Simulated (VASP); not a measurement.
# FePt5 (P-6m2) in VASP: further runs, part 2 of 2

VASP 6.6.1. Earlier steps stand in the parts before.

## 3. Single point, PBE, collinear spin, ferromagnetic start

This run uses another cell than the first one, of 15.17 Å³/atom, 0.991 times its volume.

Contents of INCAR:

```
PREC = Accurate
ENCUT = 520
EDIFF = 1E-7
ISMEAR = 0
SIGMA = 0.1
LREAL = False
LASPH = True
NELM = 150
ALGO = Fast
ISIF = 2
LWAVE = False
LCHARG = False
ISPIN = 2
MAGMOM = 4 0 0 0 0 0
LORBIT = 11
LMAXMIX = 4
GGA = PE
NBANDS = 42
```

Contents of KPOINTS:

```
regular mesh
0
Gamma
  6 6 2
```

Contents of POSCAR:

```
FePt5
1.0
    2.7515804879      0.0000000000      0.0000000000
   -1.3757902439      2.3829386031      0.0000000000
    0.0000000000      0.0000000000     13.8817694983
Fe Pt
1 5
Direct
    0.3333333333      0.6666666667      0.5000000000
    0.6666666667      0.3333333333      0.0000000000
    0.6666666667      0.3333333333      0.3475511486
    0.6666666667      0.3333333333      0.6524488514
    0.3333333333      0.6666666667      0.8284719110
    0.3333333333      0.6666666667      0.1715280890
```

Potentials or basis: VASP PAW PBE potentials, release 64 (Fe, Pt).

On the command line:

```sh
$ cat potpaw_PBE.64/Fe/POTCAR potpaw_PBE.64/Pt/POTCAR > POTCAR
$ mpirun -np 1 vasp_std > vasp.out
```

OUTCAR:

```text
PREC = Accurate
   ENCUT = 520
   EDIFF = 1E-7
   ISMEAR = 0
   LREAL = False
   LASPH = True
   NELM = 150
   ISIF = 2
   ISPIN = 2
   LORBIT = 11
   GGA = PE

 ion  position               nearest neighbor table
   1  0.333  0.667  0.500-   3 2.65   4 2.65   3 2.65   4 2.65   3 2.65   4 2.65
   2  0.667  0.333  0.000-   5 2.86   6 2.86   5 2.86   6 2.86   5 2.86   6 2.86
   3  0.667  0.333  0.348-   1 2.65   1 2.65   1 2.65   6 2.91   6 2.91   6 2.91
   4  0.667  0.333  0.652-   1 2.65   1 2.65   1 2.65   5 2.91   5 2.91   5 2.91
   5  0.333  0.667  0.828-   2 2.86   2 2.86   2 2.86   4 2.91   4 2.91   4 2.91
   6  0.333  0.667  0.172-   2 2.86   2 2.86   2 2.86   3 2.91   3 2.91   3 2.91

  LATTYP: Found a hexagonal cell.
 ALAT       =     2.7515804879
 C/A-ratio  =     5.0450166947

[... 1458 lines left out ...]
     -0.00000      1.58863      6.94088        -0.000000      0.000000      0.000000
      1.37579      0.79431      0.00000         0.000000     -0.000000      0.000000
      1.37579      0.79431      4.82462         0.000000     -0.000000      0.005976
      1.37579      0.79431      9.05714         0.000000     -0.000000     -0.005976
     -0.00000      1.58863     11.50066         0.000000     -0.000000      0.006596
     -0.00000      1.58863      2.38111         0.000000     -0.000000     -0.006596
 -----------------------------------------------------------------------------------
    total drift:                                0.000001     -0.000000      0.000000

  FREE ENERGIE OF THE ION-ELECTRON SYSTEM (eV)
  ---------------------------------------------------
  free  energy   TOTEN  =       -39.3105710244 eV

  energy  without entropy=      -39.2819562084  energy(sigma->0) =      -39.29626362

 total charge

# of ion       s       p       d       tot
------------------------------------------
    1        0.406   0.436   6.129   6.971
    2        0.624   0.568   8.019   9.212
    3        0.672   0.596   8.029   9.297
    4        0.672   0.596   8.029   9.297
    5        0.625   0.553   8.038   9.216
    6        0.625   0.553   8.038   9.216
--------------------------------------------------
tot          3.622   3.302  46.283  53.207

 magnetization (x)

# of ion       s       p       d       tot
------------------------------------------
    1        0.002  -0.007   2.953   2.948
    2        0.004   0.000  -0.071  -0.067
    3       -0.009  -0.017   0.212   0.186
    4       -0.009  -0.017   0.212   0.186
    5       -0.012  -0.003  -0.050  -0.065
    6       -0.012  -0.003  -0.050  -0.065
--------------------------------------------------
tot         -0.036  -0.046   3.205   3.123
```

stdout:

```text
POSCAR found type information on POSCAR FePt
 POSCAR found :  2 types and       6 ions
 scaLAPACK will be used
 LDA part: xc-table for (Slater+PW92), standard interpolation
 POSCAR, INCAR and KPOINTS ok, starting setup
 FFT: planning ... GRIDC
 FFT: planning ... GRID_SOFT
 FFT: planning ... GRID
 WAVECAR not read
 entering main loop
```

It took 5.4 min on 1 thread of Oxide Virtual Turin-like, shared host; peak memory 0.24 GiB.

Results:

| Property | Result |
| --- | --- |
| Free energy | -39.3106 eV |
| Pressure | -0.5 GPa |
| Largest force | 0.007 eV/Å |
| Net moment | 3.14 μB per cell |
| Site moments | Fe +2.95; Pt -0.07, +0.19 μB |
| Valence electrons inside the program's atomic spheres | Fe 6.97; Pt 9.21, 9.30, 9.22 |

Forces on the atoms (eV/Å):
```
Fe   0.000  0.000  0.000
Pt   0.000  0.000  0.000
Pt   0.000  0.000  0.006
Pt   0.000  0.000 -0.006
Pt   0.000  0.000  0.007
Pt   0.000  0.000 -0.007
```

Levels at points of the mesh, in eV from the Fermi level:
Spin up:
| k point | band 29 | band 30 | band 31 | band 32 | band 33 | band 34 | band 35 | band 36 | band 37 | band 38 |
| --- | --- | --- | --- | --- | --- | --- | --- | --- | --- | --- |
| (0.00, 0.00, 0.00) | -1.18 | -0.77 | -0.77 | -0.43 | -0.43 | -0.43 | -0.16 | -0.16 | 5.12 | 9.20 |
| (0.50, 0.00, 0.00) | 0.61 | 0.67 | 0.70 | 0.84 | 1.95 | 2.78 | 2.82 | 3.72 | 6.35 | 6.78 |
| (0.00, 0.00, 0.50) | -1.01 | -1.01 | -0.85 | -0.85 | -0.45 | -0.45 | -0.15 | -0.15 | 6.33 | 6.87 |
| (0.50, 0.00, 0.50) | 0.67 | 0.70 | 1.09 | 1.60 | 1.79 | 1.96 | 3.25 | 3.67 | 6.28 | 6.66 |
Spin down:
```tsv
k point	band 27	band 28	band 29	band 30	band 31	band 32	band 33	band 34
(0.00, 0.00, 0.00)	-0.64	-0.59	-0.59	-0.39	-0.21	-0.21	0.53	0.53
(0.50, 0.00, 0.00)	0.67	0.80	0.86	1.16	1.41	1.82	2.48	2.95
(0.00, 0.00, 0.50)	-1.15	-0.50	-0.50	-0.50	-0.25	-0.25	0.53	0.53
(0.50, 0.00, 0.50)	0.64	0.67	1.39	1.82	1.85	1.89	2.03	2.24
```

Caveat: the k points lie up to 0.44 Å⁻¹ apart; spin-orbit coupling is left out, which moves the levels of the heavy elements.

## 4. Single point, PBE, collinear spin, ferromagnetic start

Contents of INCAR:

```
PREC     = Accurate       # precision mode
ENCUT    = 520            # plane-wave cutoff, eV
EDIFF    = 1E-6           # SCF threshold, eV
ISMEAR   = 0              # smearing method
SIGMA    = 0.1            # smearing width, eV
LREAL    = False          # projectors in reciprocal space
LASPH    = True           # aspherical terms in the spheres
NELM     = 150            # most SCF steps
ALGO     = Fast           # electronic algorithm
ISIF     = 2              # what is computed and relaxed
LWAVE    = False          # write WAVECAR
LCHARG   = False          # write CHGCAR
ISPIN    = 2              # spin polarisation
MAGMOM   = 4 0 0 0 0 0    # initial moments
LORBIT   = 11             # projections on sites
LMAXMIX  = 4              # l up to which the mixer works
GGA      = PE             # functional
NBANDS   = 42             # bands
```

Contents of KPOINTS:

```
Automatic mesh
0
Gamma
  6 6 2
```

Contents of POSCAR:

```
FePt5
1.0
    2.7934593000      0.0000000000      0.0000000000
   -1.3967296500      2.4192067200      0.0000000000
    0.0000000000      0.0000000000     13.5894171400
Fe Pt
1 5
Direct
    0.3333333300      0.6666666700      0.5000000000
    0.6666666700      0.3333333300      0.0000000000
    0.6666666700      0.3333333300      0.3333333300
    0.6666666700      0.3333333300      0.6666666700
    0.3333333300      0.6666666700      0.8333333300
    0.3333333300      0.6666666700      0.1666666700
```

On the command line:

```sh
$ cat potpaw_PBE.64/Fe/POTCAR potpaw_PBE.64/Pt/POTCAR > POTCAR
$ mpirun -np 1 vasp_std > vasp.out
```

Run time: 8.4 min. Hardware: 1 thread of Oxide Virtual Turin-like, shared host; peak memory 0.29 GiB.

The run converged. Its results:

* Free energy: -38.8814 eV
* Pressure: -0.6 GPa
* Largest force: 1.744 eV/Å
* Net moment: 3.18 μB per cell
* Site moments: Fe +3.05; Pt -0.08, +0.16, -0.06 μB
* Valence electrons inside the program's atomic spheres: Fe 6.80; Pt 9.26, 9.24, 9.27

Forces in eV/Å, atoms in the order of the input:
```
Fe   0.000  0.000  0.000
Pt   0.000  0.000  0.000
Pt   0.000  0.000  1.744
Pt   0.000  0.000 -1.744
Pt   0.000  0.000  0.131
Pt   0.000  0.000 -0.131
```

Stress tensor (GPa, compression positive):
```
-4.14  0.00  0.00
 0.00 -4.14  0.00
 0.00  0.00  6.35
```

Levels at points of the mesh, in eV from the Fermi level:
Spin up:
| k point | band 28 | band 29 | band 30 | band 31 | band 32 | band 33 | band 34 | band 35 | band 36 | band 37 |
| --- | --- | --- | --- | --- | --- | --- | --- | --- | --- | --- |
| (0.00, 0.00, 0.00) | -1.51 | -1.51 | -0.89 | -0.89 | -0.49 | -0.49 | -0.32 | -0.29 | -0.29 | 5.39 |
| (0.50, 0.00, 0.00) | 0.15 | 0.25 | 0.31 | 0.45 | 0.69 | 1.79 | 2.47 | 2.73 | 3.43 | 5.87 |
| (0.00, 0.00, 0.50) | -1.39 | -1.36 | -1.36 | -0.93 | -0.93 | -0.50 | -0.50 | -0.28 | -0.28 | 6.59 |
| (0.50, 0.00, 0.50) | 0.15 | 0.25 | 0.31 | 0.86 | 1.49 | 1.64 | 1.81 | 3.02 | 3.40 | 5.82 |
Spin down:
| k point | band 25 | band 26 | band 27 | band 28 | band 29 | band 30 | band 31 | band 32 | band 33 | band 34 |
| --- | --- | --- | --- | --- | --- | --- | --- | --- | --- | --- |
| (0.00, 0.00, 0.00) | -1.03 | -1.03 | -0.74 | -0.64 | -0.64 | -0.32 | -0.32 | -0.28 | 0.40 | 0.40 |
| (0.50, 0.00, 0.00) | 0.29 | 0.30 | 0.37 | 0.56 | 0.79 | 1.00 | 1.25 | 1.71 | 2.25 | 2.81 |
| (0.00, 0.00, 0.50) | -1.37 | -1.09 | -1.09 | -0.54 | -0.54 | -0.51 | -0.37 | -0.37 | 0.40 | 0.40 |
| (0.50, 0.00, 0.50) | 0.15 | 0.20 | 0.29 | 0.30 | 1.22 | 1.70 | 1.71 | 1.77 | 1.84 | 2.02 |

Caveat: the k points lie up to 0.43 Å⁻¹ apart; spin-orbit coupling is left out, which moves the levels of the heavy elements; forces of over 1 eV/Å act on the atoms, so gaps and moduli don't describe the material at rest.

## 5. Overview

```csv
task,cell,cutoff (eV),gap on the mesh (eV),pressure (GPa),moment (μB),largest force (eV/Å)
relaxation of cell and atoms,"relaxed from a = 2.793, b = 2.793, c = 13.589 Å, angles 90.0, 90.0, 120.0°, 6 atoms",600,-,0.0,3.14,0.01
single point,"a = 2.752, b = 2.752, c = 13.882 Å, angles 90.0, 90.0, 120.0°, 6 atoms",520,none,-0.5,3.14,0.01
single point,"a = 2.793, b = 2.793, c = 13.589 Å, angles 90.0, 90.0, 120.0°, 6 atoms",520,none,-0.6,3.18,1.74
```

Alike in all rows: level PBE; potentials or basis VASP PAW PBE potentials, release 64 (Fe, Pt); spin collinear, ferromagnetic start; k mesh 6 × 6 × 2; smearing gaussian 0.1 eV.

Caveats: all runs use coarse meshes; spin-orbit coupling is left out, which moves the levels of the heavy elements; the bands computed are all filled at some k points, so no gap is given (some runs); forces of over 1 eV/Å act on the atoms, so gaps and moduli don't describe the material at rest (some runs).

Total energies depend on the potentials used, so only differences within one code and one set of settings carry meaning.
